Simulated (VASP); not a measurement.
# SiC: single point with PBE

The system is SiC.

```xyz
12
Lattice="2.1740 -2.1740 0.0000 2.1740 0.0000 -2.1740 8.9134 8.4786 8.6960" Properties=species:S:1:pos:R:3 pbc="T T T"
Si    3.4419   -0.9061   -0.9061
Si    7.7899    7.7899    7.7899
Si    3.4419    1.2679    1.2679
Si    7.7899    3.4419    3.4419
Si    3.4419    3.4419    3.4419
Si    7.7899    5.6159    5.6159
C     6.7029    2.3549    2.3549
C     6.7029    0.1809    0.1809
C     6.7029    4.5289    4.5289
C    11.0509    6.7029    6.7029
C     6.7029    6.7029    6.7029
C     2.3549    0.1809    0.1809
```

```
Program                : VASP 6.6.1
Task                   : single point
Functional             : PBE
Potentials or basis    : VASP PAW PBE potentials, release 64 (Si, C)
Cutoff                 : 520 eV
k mesh                 : 10 × 10 × 2
Occupations            : gaussian, width 0.05 eV
Spin                   : no spin polarisation
Dipole correction      : no
Further INCAR settings : ALGO = Normal; EDIFF = 1e-06; NBANDS = 36
```

```yaml
Pressure: 4.6 GPa
Largest_force: 0.835 eV/Å
Band_gap_on_the_k_mesh: 1.11 eV, indirect (least direct gap 2.11 eV)
```

Forces in eV/Å, atoms in the order of the input:
```
Si  -0.677  0.481 -0.090
Si   0.015 -0.035 -0.064
Si  -0.039  0.060  0.028
Si   0.005  0.010  0.007
Si  -0.001  0.015  0.008
Si  -0.003  0.018  0.008
C   -0.007 -0.008 -0.007
C   -0.016  0.004 -0.006
C    0.002 -0.017 -0.008
C    0.672 -0.466  0.063
C    0.061 -0.082 -0.012
C   -0.012  0.021  0.073
```

Stress tensor (GPa, compression positive):
```
 2.26  0.09 -1.63
 0.09  6.53  1.73
-1.63  1.73  5.13
```

Levels at points of the mesh, in eV from the valence-band top:
```
           k point  band 22  band 23  band 24  band 25  band 26  band 27
(0.00, 0.00, 0.00)    -0.22    -0.15     0.00     5.31     5.53     5.60
(0.50, 0.00, 0.00)    -1.90    -1.23    -0.99     1.11     2.54     2.58
(0.50, 0.50, 0.00)    -1.89    -1.32    -1.18     1.27     2.58     2.62
(0.00, 0.50, 0.00)    -1.88    -1.31    -1.04     1.21     2.58     2.62
(0.00, 0.00, 0.50)    -0.24    -0.23    -0.15     5.34     5.41     5.80
(0.50, 0.00, 0.50)    -1.58    -1.40    -1.30     1.56     1.67     3.56
(0.50, 0.50, 0.50)    -1.77    -1.42    -1.39     1.70     1.77     3.54
(0.00, 0.50, 0.50)    -1.74    -1.40    -1.30     1.68     1.71     3.56
```

Run time: 3.2 min on 1 thread of Intel(R) Xeon(R) 6975P-C (Granite Rapids), on a shared host, peak memory 0.45 GiB.

A k mesh can miss the band edges. PBE gaps usually lie below the measured ones, often by a third to a half.
